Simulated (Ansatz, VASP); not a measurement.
## One calculation of ZnCu, two programs

```xyz
2
Lattice="2.9206 0.0000 0.0000 0.0000 2.9206 0.0000 0.0000 0.0000 2.9206" Properties=species:S:1:pos:R:3 pbc="T T T"
Zn    1.4603    1.4603    1.4603
Cu    0.0000    0.0000    0.0000
```

Alike in both runs: task electric field gradients; functional HSE06; k mesh 4 × 4 × 4; occupations fermi-dirac, width 0.05 eV; no spin polarisation; Hubbard terms Cu d U = 4.0 eV.

|  | VASP | Ansatz |
| --- | --- | --- |
| version | VASP 6.6.1 | Ansatz 0.2.0 |
| potentials or method | VASP PAW PBE potentials, release 64 (Zn, Cu) | PAW with Ansatz's default frozen-core files, scalar-relativistic |
| plane-wave cutoff (eV) | 520 | 420 |
| valence electrons in the cell | 23 | 31 |

```csv
,VASP,Ansatz,Ansatz less VASP
gap on the k mesh at the Fermi level (eV),none,none,-
pressure (GPa),4.0,4.9,+0.89
```

The programs project onto different local orbitals, so the same U acts differently, and such runs can settle in different states. A gap of «none» marks a metal or a gap that the smearing closes. VASP's potentials hold 23 valence electrons a cell and Ansatz's 31, so a difference there can come from the potentials and not from the codes. Ansatz's warnings: filled band counts differ across k points, stress exchange threshold loose, stress scf threshold loose.

The k mesh is coarse, so the values compare programs but aren't converged.
